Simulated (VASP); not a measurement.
Wanted: the native input for a VASP 6.6.1 run.

- Task: single point
- Functional: PBE
- Potentials or basis: VASP PAW PBE potentials, release 64 (Ca_sv)
- Cutoff: 520 eV
- k mesh: 11 × 11 × 11
- Occupations: fermi-dirac, width 0.0612256 eV
- Spin: no spin polarisation
- Dipole correction: no
- Further INCAR settings: ALGO = Normal; EDIFF = 1e-06; NBANDS = 11

The structure of Ca lies in POSCAR:

```
Ca
1.0
    3.5457597512      0.0000000000      0.0000000000
    0.0000000000      3.5457597512      0.0000000000
    0.0000000000      0.0000000000      3.5457597512
Ca
1
Direct
    0.0000000000      0.0000000000      0.0000000000
```

This isn't the form of Ca at room conditions, which is fcc.

These files were run (other wordings do the same):

INCAR

```
  ALGO = Normal
  EDIFF = 1E-6
  ENCUT = 520
  GGA = PE
  ISIF = 2
  ISMEAR = -1
  LASPH = True
  LCHARG = False
  LREAL = False
  LWAVE = False
  NBANDS = 11
  NELM = 60
  PREC = Accurate
  SIGMA = 0.06122561905347299
```

KPOINTS

```
k-points
0
Gamma
  11 11 11
```

Potentials or basis: VASP PAW PBE potentials, release 64 (Ca_sv).

Launch:

```sh
$ cat potpaw_PBE.64/Ca_sv/POTCAR > POTCAR
$ mpirun -np 1 vasp_std > vasp.out
```

Results of the run:

```yaml
Pressure: -0.2 GPa
Band_gap_on_the_k_mesh: zero (bands 5 and 6 overlap by 0.93 eV)
```

Run time: 23 s on 1 thread of Intel(R) Xeon(R) Platinum 8259CL CPU @ 2.50GHz (Skylake/Cascade Lake), on a shared host, peak memory 0.17 GiB.
